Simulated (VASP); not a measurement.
## Fe: relaxation of cell and atoms with r2SCAN

Fe:

```
CELL_PARAMETERS angstrom
2.86650 0.00000 0.00000
0.00000 2.86650 0.00000
0.00000 0.00000 2.86650
ATOMIC_POSITIONS crystal
Fe 0.00000 0.00000 0.00000
Fe 0.50000 0.50000 0.50000
```

- Program: VASP 6.6.1
- Task: relaxation of cell and atoms
- Functional: r2SCAN
- Potentials or basis: VASP PAW PBE potentials, release 64 (Fe)
- Cutoff: 600 eV
- k mesh: 11 × 11 × 11
- Occupations: fermi-dirac, width 0.05 eV
- Spin: collinear spin, antiferromagnetic start
- Starting moments: [2.5, -2.5] μB
- Dipole correction: no
- Further INCAR settings: ALGO = Normal; EDIFF = 1e-07; IBRION = 2; EDIFFG = -0.01; NSW = 80; ISIF = 3

The relaxed volume is 11.99 Å³/atom and the relaxed cell is a = 2.883 Å, b = 2.883 Å, c = 2.883 Å, α = 90.00°, β = 90.00°, γ = 90.00°. The space group after relaxing (to 0.1 Å) is Im-3m (No. 229), the energy gained by relaxing is 1.3 meV/atom and the ionic steps are 3. The pressure after relaxing is 0.0 GPa, the band gap on the k mesh is zero (filled and empty bands overlap) and the net moment is 0.00 μB per cell. The site moments are Fe +2.44, -2.44 μB and the valence electrons inside the program's atomic spheres are Fe 7.18.

The path:
```csv
step,energy change (eV),largest force (eV/Å),pressure (GPa),volume (Å³)
1,0.0000,0.0000,2.00,23.55
2,-0.0024,0.0000,-0.35,24.06
3,-0.0025,0.0000,0.02,23.97
```

Final structure:
```xyz
2
Lattice="2.8833 0.0000 0.0000 0.0000 2.8833 0.0000 0.0000 0.0000 2.8833" Properties=species:S:1:pos:R:3 pbc="T T T"
Fe    0.0000    0.0000    0.0000
Fe    1.4417    1.4417    1.4417
```

Levels at points of the mesh, in eV from the Fermi level:
Spin up:
| k point | band 4 | band 5 | band 6 | band 7 | band 8 | band 9 | band 10 | band 11 | band 12 |
| --- | --- | --- | --- | --- | --- | --- | --- | --- | --- |
| (0.00, 0.00, 0.00) | -2.59 | -2.59 | -2.59 | 0.47 | 0.47 | 0.74 | 0.74 | 0.74 | 9.28 |
Spin down:
| k point | band 6 | band 7 | band 8 | band 9 | band 10 | band 11 |
| --- | --- | --- | --- | --- | --- | --- |
| (0.00, 0.00, 0.00) | -2.59 | 0.47 | 0.47 | 0.74 | 0.74 | 0.74 |

Wall time 3.3 min on 1 thread of AMD EPYC 9R45 96-Core Processor (Zen 5), with other jobs on the host, peak memory 0.15 GiB.

Caveat: the antiferromagnetic order is the one typed at the start, and another may lie lower; the PAW data sets were made with another functional, which shifts forces and pressure a little. Zero-point motion and thermal expansion aren't in these numbers.
